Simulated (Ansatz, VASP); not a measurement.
# CuI: VASP beside Ansatz

```
I Cu
1.0
     0.00000    3.09096    3.09096
     3.09096    0.00000    3.09096
     3.09096    3.09096    0.00000
I Cu
1 1
Direct
  0.00000 0.00000 0.00000
  0.75000 0.75000 0.75000
```

Alike in both runs: task single point; functional SVWN5; k mesh 8 × 8 × 8; occupations fermi-dirac, width 0.05 eV; no spin polarisation.

```csv
,VASP,Ansatz
version,VASP 6.6.1,Ansatz 0.2.0
potentials or method,"VASP PAW PBE potentials, release 64 (I, Cu)",Ansatz PAW
plane-wave cutoff (eV),520,420
valence electrons in the cell,18,36
```

VASP gave:

* gap on the k mesh at the Fermi level (eV): 0.82
* least direct gap on the mesh (eV): 0.82
* pressure (GPa): -5.9

Estimate Ansatz's values.

gap on the k mesh at the Fermi level (eV): 0.80; least direct gap on the mesh (eV): 0.80; pressure (GPa): -6.0.

VASP's potentials were made for PBE, not for SVWN5. The functional is the same, so the differences come from potentials, cutoffs and numerics. VASP's potentials hold 18 valence electrons a cell and Ansatz's 36, so a difference there can come from the potentials and not from the codes.

Spin-orbit coupling is off throughout.
